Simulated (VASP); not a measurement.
Crystal: Al.

```
CELL_PARAMETERS angstrom
0.00000 1.92296 1.92296
1.92296 0.00000 1.92296
1.92296 1.92296 0.00000
ATOMIC_POSITIONS crystal
Al 0.00000 0.00000 0.00000
```

This cell differs from its parent crystal: Sc replaced by Al, lengths x 0.827, strained.

Base run:

```yaml
Program: VASP 6.6.1
Functional: PBE
Potentials_or_basis: VASP PAW PBE potentials, release 64 (Al)
Cutoff: 520 eV
k_mesh: 18 × 18 × 18
Occupations: gaussian, width 0.1 eV
Spin: no spin polarisation
```

Its results: pressure 16.0 GPa.

Task: The run is repeated on the same cell with these changes: k mesh from 18 × 18 × 18 to 8 × 8 × 8; further incar settings from ALGO = Normal; EDIFF = 1e-07; NBANDS = 8 to ALGO = Normal; EDIFF = 1e-06; NBANDS = 8. What comes out?

Result: Pressure 16.5 GPa.
